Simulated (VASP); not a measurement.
# SnO (Cmme) in VASP: single point with PBEsol+D3(BJ)

Aim: the single point of SnO with PBEsol+D3(BJ).

All numbers are computed with VASP 6.6.1; they aren't measurements. Logs are shortened: lines on timing, memory, paths and dates and some standing lists are left out, and cuts for length are marked.

### Step 1. The cell of the first run

The structure is orthorhombic, space group Cmme (No. 67). Conventional cell: a = 5.212 Å, b = 5.452 Å, c = 4.563 Å, α = 90.00°, β = 90.00°, γ = 90.00°. Sn (site symmetry mm2) has 4 O at 2.21 Å within 2.9 Å. Within 2.9 Å of O (site symmetry 222) lie 4 Sn at 2.21 Å and 4 O at 2.61 to 2.73 Å.

### Step 2. Single point, PBEsol+D3(BJ) (strain +0.0450 x Voigt [0, 0, 0, 0, 0, 1])

Contents of INCAR:

```
PREC = Accurate
ENCUT = 600
EDIFF = 1E-6
ISMEAR = 0
SIGMA = 0.15
LREAL = False
LASPH = True
NELM = 120
ALGO = Normal
ISIF = 2
LWAVE = False
LCHARG = False
GGA = PS
IVDW = 12
NBANDS = 28
GGA_COMPAT = False
```

Contents of KPOINTS:

```
Automatic mesh
0
Gamma
  12 12 10
```

Contents of POSCAR:

```
SnO
1.0
    3.7703910616      0.0848337989      0.0000000000
    0.0848337989      3.7703910616      0.0000000000
    0.0000000000      0.0000000000      4.5633702865
Sn O
2 2
Direct
    0.0000000000      0.5000000000      0.2532585894
    0.5000000000      0.0000000000      0.7467414106
    0.0000000000      0.0000000000      0.0000000000
    0.5000000000      0.5000000000      0.0000000000
```

Potentials or basis: VASP PAW PBE potentials, release 64 (Sn_d, O).

Started as:

```console
$ cat potpaw_PBE.64/Sn_d/POTCAR potpaw_PBE.64/O/POTCAR > POTCAR
$ mpirun -np 1 vasp_std > vasp.out
```

OUTCAR:

```text
PREC = Accurate
   ENCUT = 600
   EDIFF = 1E-6
   ISMEAR = 0
   LREAL = False
   LASPH = True
   NELM = 120
   ISIF = 2
   GGA = PS
   IVDW = 12
 IVDW          = 12

 ion  position               nearest neighbor table
   1  0.000  0.500  0.253-   3 2.21   4 2.21   3 2.21   4 2.21   2 3.44   2 3.44   2 3.48   2 3.48
                             2 3.54   2 3.54   2 3.57   2 3.57
   2  0.500  0.000  0.747-   3 2.21   4 2.21   4 2.21   3 2.21   1 3.44   1 3.44   1 3.48   1 3.48
                             1 3.54   1 3.54   1 3.57   1 3.57
   3  0.000  0.000  0.000-   1 2.21   2 2.21   1 2.21   2 2.21
   4  0.500  0.500  0.000-   1 2.21   2 2.21   2 2.21   1 2.21

  LATTYP: Found a base centered orthorhombic cell.
 ALAT       =     5.2121650658
 B/A-ratio  =     1.0460358056
 C/A-ratio  =     0.8755229792

  Lattice vectors:

 A1 = (  -0.0848337989,  -3.7703910616,   0.0000000000)
 A2 = (   3.7703910616,   0.0848337989,   0.0000000000)
 A3 = (   0.0000000000,   0.0000000000,   4.5633702865)

Analysis of symmetry for initial positions (statically):
=====================================================================
 Subroutine PRICEL returns:
 Original cell was already a primitive cell.

 Routine SETGRP: Setting up the symmetry group for a
 base centered orthorhombic supercell.

 Subroutine GETGRP returns: Found  8 space group operations
 (whereof  4 operations were pure point group operations)
 out of a pool of  8 trial point group operations.

The static configuration has the point symmetry D_2 .
 The point group associated with its full space group is D_2h.

Analysis of symmetry for dynamics (positions and initial velocities):
=====================================================================
 Subroutine PRICEL returns:
 Original cell was already a primitive cell.

 Routine SETGRP: Setting up the symmetry group for a
 base centered orthorhombic supercell.

 Subroutine GETGRP returns: Found  8 space group operations
 (whereof  4 operations were pure point group operations)
 out of a pool of  8 trial point group operations.

The dynamic configuration has the point symmetry D_2 .
 The point group associated with its full space group is D_2h.

 Subroutine INISYM returns: Found  8 space group operations
 (whereof  4 operations are pure point group operations),
 and found     1 'primitive' translations

----------------------------------------------------------------------------------------

                                     Primitive cell

  volume of cell :      64.8393

  direct lattice vectors                    reciprocal lattice vectors
     3.770391062  0.084833799  0.000000000     0.265358816 -0.005970573  0.000000000
     0.084833799  3.770391062  0.000000000    -0.005970573  0.265358816  0.000000000
     0.000000000  0.000000000  4.563370286     0.000000000  0.000000000  0.219136282

  length of vectors
     3.771345321  3.771345321  4.563370286     0.265425976  0.265425976  0.219136282

  position of ions in fractional coordinates (direct lattice)
     0.000000000  0.500000000  0.253258589
     0.500000000  0.000000000  0.746741411
     0.000000000  0.000000000  0.000000000
     0.500000000  0.500000000  0.000000000

  ion indices of the primitive-cell ions
   primitive index   ion index
                 1           1
                 2           2
                 3           3
                 4           4

----------------------------------------------------------------------------------------

 KPOINTS: Automatic mesh

Automatic generation of k-mesh.
 Grid dimensions read from file:
 generate k-points for:   12   12   10

 Generating k-lattice:

  Cartesian coordinates                     Fractional coordinates (reciprocal lattice)
     0.022113235 -0.000497548  0.000000000     0.083333333  0.000000000  0.000000000
    -0.000497548  0.022113235  0.000000000     0.000000000  0.083333333  0.000000000
     0.000000000  0.000000000  0.021913628     0.000000000  0.000000000  0.100000000

  Length of vectors
     0.022118831  0.022118831  0.021913628

  Shift w.r.t. Gamma in fractional coordinates (k-lattice)
     0.000000000  0.000000000  0.000000000

 Subroutine IBZKPT returns following result:
 ===========================================

 Found    258 irreducible k-points:

 Following reciprocal coordinates:
            Coordinates               Weight
  0.000000  0.000000  0.000000      1.000000
  0.083333  0.000000  0.000000      4.000000
  0.166667  0.000000  0.000000      4.000000
  0.250000  0.000000  0.000000      4.000000
  0.333333 -0.000000  0.000000      4.000000
  0.416667 -0.000000  0.000000      4.000000
[... 16 lines left out ...]
  0.500000  0.166667  0.000000      4.000000
 -0.416667  0.166667  0.000000      4.000000
 [... further k-points ...]
   k-points           NKPTS =    258   k-points in BZ     NKDIM =    258   number of bands    NBANDS=     28
   number of dos      NEDOS =    301   number of ions     NIONS =      4
   total plane-waves  NPLWV =  32400
   dimension x,y,z NGX =    30 NGY =   30 NGZ =   36
   dimension x,y,z NGXF=    60 NGYF=   60 NGZF=   72
   ions per type =               2   2
   NGX,Y,Z   is equivalent  to a cutoff of  13.22, 13.22, 13.11 a.u.
   NGXF,Y,Z  is equivalent  to a cutoff of  26.45, 26.45, 26.23 a.u.
 SYSTEM =  unknown system
   PREC   = accura    normal or accurate (medium, high low for compatibility)
   ISTART =      0    job   : 0-new  1-cont  2-samecut
   ICHARG =      2    charge: 1-file 2-atom 10-const
   ISPIN  =      1    spin polarized calculation?
   LNONCOLLINEAR =      F non collinear calculations
   LSORBIT =      F    spin-orbit coupling
   LASPH  =      T    aspherical Exc in radial PAW
   ENCUT  =  600.0 eV  44.10 Ry    6.64 a.u.   7.53  7.53  9.11*2*pi/ulx,y,z
   NELM   =    120;   NELMIN=  2; NELMDL= -5     # of ELM steps
   EDIFF  = 0.1E-05   stopping-criterion for ELM
   LREAL  =      F    real-space projection
   EDIFFG = 0.1E-04   stopping-criterion for IOM
   NSW    =      0    number of steps for IOM
   IBRION =     -1    ionic relax: 0-MD 1-quasi-New 2-CG
   NFREE  =      0    steps in history (QN), initial steepest desc. (CG)
   ISIF   =      2    stress and relaxation
   ISYM   =      2    0-nonsym 1-usesym 2-fastsym
   POTIM  = 0.5000    time-step for ionic-motion
   TEBEG  =    0.0;   TEEND  =   0.0 temperature during run
   PSTRESS=    0.0 pullay stress
   NELECT =      40.0000    total number of electrons
   NUPDOWN=      -1.0000    fix difference up-down
   EMIN   =  10.00;   EMAX   =-10.00  energy-range for DOS
   EFERMI =   0.00;   METHOD = LEGACY
   ISMEAR =     0;   SIGMA  =   0.15  broadening in eV -4-tet -1-fermi 0-gaus
   EFERMI_NEDOS =   21; number of points for ismear=-14 and -15
   IALGO  =     38    algorithm
   IMIX   =      4    mixing-type and parameters
     AMIX     =   0.40;   BMIX     =  1.00
     AMIX_MAG =   1.60;   BMIX_MAG =  1.00
  volume/ion in A,a.u.               =      16.21       109.39
  Fermi-wavevector in a.u.,A,eV,Ry     =   1.393634  2.633586 26.425437  1.942215
  Thomas-Fermi vector in A             =   2.517261
   LORBIT       =      0    0 simple, 1 ext, 2 COOP (PROOUT), +10 PAW based schemes
   GGA     = PS    functional components
   LHFCALC =     F    Hartree Fock is set to
   AEXX    =    0.0000 exact exchange contribution
   IVDW    =    12    specifies the selected vdW correction
   LEPSILON=     F    determine dielectric tensor
   LRPA    =     F    only Hartree local field effects (RPA)
 non-spin polarized calculation
 Gauss-broadening in eV      SIGMA  =   0.15
  energy-cutoff  :      600.00
  volume of cell :       64.84
 maximum number of plane-waves:      2198
   NGX = 15   NGY = 15   NGZ = 19

 number of electron      40.0000020 magnetization

 Free energy of the ion-electron system (eV)
  ---------------------------------------------------
  ext. energy  EPLUGINS =         0.00000000
  ---------------------------------------------------
  free energy    TOTEN  =       -24.15294110 eV

  energy without entropy =      -24.14836894  energy(sigma->0) =      -24.15065502

 E-fermi :   7.9792     XC(G=0): -10.9365

 val. band max:        7.9731292333   @ k =   0.0833   0.0833   0.1000
 cond. band min:       8.0008878585   @ k =   0.0000   0.0000   0.0000
 fundamental gap:      0.0277586253
 Fermi energy:         7.9792148425

 k-point     1 :       0.0000    0.0000    0.0000
  band No.  band energies     occupation
      1     -14.0891      2.00000
      2     -13.6454      2.00000
      3     -13.6053      2.00000
      4     -13.5968      2.00000
      5     -13.5696      2.00000
      6     -13.5651      2.00000
[... 20 lines left out ...]
     27      14.5007      0.00000
     28      14.7481      0.00000

 k-point     2 :       0.0833    0.0000    0.0000
  band No.  band energies     occupation
      1     -14.0848      2.00000
      2     -13.6426      2.00000
      3     -13.6039      2.00000
      4     -13.5957      2.00000
      5     -13.5665      2.00000
      6     -13.5662      2.00000
[... 20 lines left out ...]
     27      14.5906      0.00000
     28      15.3803      0.00000

 k-point     3 :       0.1667    0.0000    0.0000
  band No.  band energies     occupation
      1     -14.0727      2.00000
      2     -13.6346      2.00000
      3     -13.6266      2.00000
      4     -13.5997      2.00000
      5     -13.5739      2.00000
      6     -13.5572      2.00000
[... 20 lines left out ...]
     27      14.7139      0.00000
     28      16.7192      0.00000

 k-point     4 :       0.2500    0.0000    0.0000
  band No.  band energies     occupation
      1     -14.0537      2.00000
      2     -13.7184      2.00000
      3     -13.6221      2.00000
      4     -13.5918      2.00000
      5     -13.5689      2.00000
      6     -13.5597      2.00000
[... 578 lines left out ...]
     27      16.2897      0.00000
     28      16.2920      0.00000

 k-point    23 :       0.5000    0.1667    0.0000
  band No.  band energies     occupation
      1     -13.9812      2.00000
      2     -13.9651      2.00000
      3     -13.5881      2.00000
      4     -13.5753      2.00000
      5     -13.5635      2.00000
      6     -13.5545      2.00000
[... 20 lines left out ...]
     27      16.1189      0.00000
     28      16.5799      0.00000

 k-point    24 :      -0.4167    0.1667    0.0000
  band No.  band energies     occupation
      1     -14.0154      2.00000
      2     -13.9147      2.00000
      3     -13.5875      2.00000
      4     -13.5761      2.00000
      5     -13.5653      2.00000
      6     -13.5506      2.00000
[... 20 lines left out ...]
     27      16.0111      0.00000
     28      16.7881      0.00000

 [... further k-points ...]

------------------------ aborting loop because EDIFF is reached ----------------------------------------

 Edisp (eV)   -0.93399

 E8    (eV) :    -0.6180

  FORCE on cell =-STRESS in cart. coord.  units (eV):
  Direction    XX          YY          ZZ          XY          YZ          ZX
  --------------------------------------------------------------------------------------
  -------------------------------------------------------------------------------------
  Total       0.12892     0.12892     0.10320    -1.69555     0.00000     0.00000
  in kB       3.18564     3.18564     2.55017   -41.89706     0.00000     0.00000
  external pressure =        2.97 kB  Pullay stress =        0.00 kB

 VOLUME and BASIS-vectors are now :
 -----------------------------------------------------------------------------
  energy-cutoff  :      600.00
  volume of cell :       64.84
      direct lattice vectors                 reciprocal lattice vectors
     3.770391062  0.084833799  0.000000000     0.265358816 -0.005970573  0.000000000
     0.084833799  3.770391062  0.000000000    -0.005970573  0.265358816  0.000000000
     0.000000000  0.000000000  4.563370286     0.000000000  0.000000000  0.219136282

 POSITION                                       TOTAL-FORCE (eV/Angst)
 -----------------------------------------------------------------------------------
      0.04242      1.88520      1.15571         0.000000      0.000000      0.093970
      1.88520      0.04242      3.40766        -0.000000     -0.000000     -0.093970
      0.00000      0.00000      0.00000        -0.000000      0.000000      0.000000
      1.92761      1.92761      0.00000         0.000000      0.000000      0.000000
 -----------------------------------------------------------------------------------
    total drift:                                0.000000      0.000000      0.000000

  FREE ENERGIE OF THE ION-ELECTRON SYSTEM (eV)
  ---------------------------------------------------
  free  energy   TOTEN  =       -25.0869274169 eV

  energy  without entropy=      -25.0823552572  energy(sigma->0) =      -25.08464134
```

Wall time 6.8 min (1 thread of Intel Xeon Platinum 8259CL at 2.50GHz (Skylake/Cascade Lake), shared host); peak memory 0.54 GiB.

Results:

```yaml
Free_energy: -25.0869 eV
Pressure: 0.3 GPa
Largest_force: 0.094 eV/Å
Band_gap_on_the_k_mesh: zero (bands 20 and 21 overlap by 0.53 eV)
Dispersion_energy_per_atom: -0.233 eV
```

Forces in eV/Å, atoms in the order of the input:
```
Sn   0.000  0.000  0.094
Sn   0.000  0.000 -0.094
O    0.000  0.000  0.000
O    0.000  0.000  0.000
```

Stress tensor (GPa, compression positive):
```
 0.32 -4.19  0.00
-4.19  0.32  0.00
 0.00  0.00  0.26
```

Levels at points of the mesh, in eV from the Fermi level:
```
           k point  band 18  band 19  band 20  band 21  band 22  band 23
(0.00, 0.00, 0.00)    -3.60    -2.97     0.02     2.34     4.17     4.49
(0.50, 0.00, 0.00)    -5.03    -3.01    -3.01     3.49     3.49     5.71
(0.50, 0.50, 0.00)    -2.38    -2.14    -1.80    -0.49    -0.40     4.24
(0.00, 0.00, 0.50)    -2.99    -2.64    -2.30     1.65     2.28     2.61
(0.50, 0.00, 0.50)    -4.96    -1.83    -1.83     2.86     2.86     5.08
(0.50, 0.50, 0.50)    -2.81    -2.77    -2.39     2.10     2.16     4.44
```

Caveat: the cell differs from its parent crystal (strain +0.0450 x Voigt [0, 0, 0, 0, 0, 1]); semilocal functionals underestimate gaps, and a narrow one can read as zero; the PAW data sets were made with another functional, which shifts forces and pressure a little; spin-orbit coupling is left out, which moves the levels of the heavy elements.

The gap in the log of VASP goes by the Fermi energy; the results here count the filled bands.